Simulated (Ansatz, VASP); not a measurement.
K in VASP and in Ansatz

```
K
1.0
    -2.64093    2.64093    2.64093
     2.64093   -2.64093    2.64093
     2.64093    2.64093   -2.64093
K
1
Direct
  0.00000 0.00000 0.00000
```

Alike in both runs: task relaxation of cell and atoms; functional PBEsol; k mesh 12 × 12 × 12; occupations gaussian, width 0.1 eV; no spin polarisation.

```csv
,VASP,Ansatz
version,VASP 6.6.1,Ansatz 0.2.0
potentials or method,"VASP PAW PBE potentials, release 64 (K_sv), cutoff 600 eV","scalar-relativistic, plane waves, PAW"
valence electrons in the cell,9,9
```

VASP gave:

| Quantity | Value |
| --- | --- |
| gap on the k mesh at the Fermi level, each at its own relaxed structure (eV) | none |
| relaxed volume (Å³/atom) | 70.91 |
| relaxed length of the cell vector where the two differ most in proportion (Å) | 4.516 |

**Question.** What did Ansatz give for the same quantities?

**Answer.** gap on the k mesh at the Fermi level, each at its own relaxed structure (eV): none; relaxed volume (Å³/atom): 70.81; relaxed length of the cell vector where the two differ most in proportion (Å): 4.514.

VASP's potentials were made for PBE, not for PBEsol. A gap of «none» marks a metal or a gap that the smearing closes.
